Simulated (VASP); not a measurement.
Set up this calculation in VASP 6.6.1, as the native input.

```yaml
Task: single point
Functional: PBEsol
Potentials_or_basis: VASP PAW PBE potentials, release 64 (Mg, S)
Cutoff: 520 eV
k_mesh: 5 × 5 × 3
Occupations: methfessel-paxton, width 0.01 eV
Spin: no spin polarisation
Dipole_correction: no
Further_INCAR_settings: ALGO = Normal; EDIFF = 1e-07; NBANDS = 16
```

The structure of MgS lies in POSCAR:

```
MgS
1.0
    4.0613401164      0.0000000000      0.0000000000
   -2.0306700582      3.5172303432      0.0000000000
    0.0000000000      0.0000000000      6.4748891885
Mg S
2 2
Direct
    0.6666666667      0.3333333333      0.4957500000
    0.3333333333      0.6666666667      0.9957500000
    0.3333333333      0.6666666667      0.3792400000
    0.6666666667      0.3333333333      0.8792400000
```

One way to write it, as run:

INCAR

```
PREC     = Accurate       # precision mode
ENCUT    = 520            # plane-wave cutoff, eV
EDIFF    = 1E-7           # SCF threshold, eV
ISMEAR   = 1              # smearing method
SIGMA    = 0.01           # smearing width, eV
LREAL    = False          # projectors in reciprocal space
LASPH    = True           # aspherical terms in the spheres
NELM     = 100            # most SCF steps
ALGO     = Normal         # electronic algorithm
ISIF     = 2              # what is computed and relaxed
LWAVE    = False          # write WAVECAR
LCHARG   = True           # write CHGCAR
GGA      = PS             # functional
LELF     = True           # ELF
LVHAR    = True         
NBANDS   = 16             # bands
```

KPOINTS

```
Automatic mesh
0
Gamma
  5 5 3
```

Potentials or basis: VASP PAW PBE potentials, release 64 (Mg, S).

Command:

```sh
$ cat potpaw_PBE.64/Mg/POTCAR potpaw_PBE.64/S/POTCAR > POTCAR
$ mpirun -np 1 vasp_std > vasp.out
```

Results of the run:

```json
{"Pressure": "-1.5 GPa", "Largest force": "0.047 eV/Å", "Band gap on the k mesh": "3.17 eV, direct"}
```

Caveat: the PAW data sets were made with another functional, which shifts forces and pressure a little.

It took 11 s on 1 thread of AMD EPYC 9R45 96-Core Processor (Zen 5), on a shared host, peak memory 0.17 GiB.
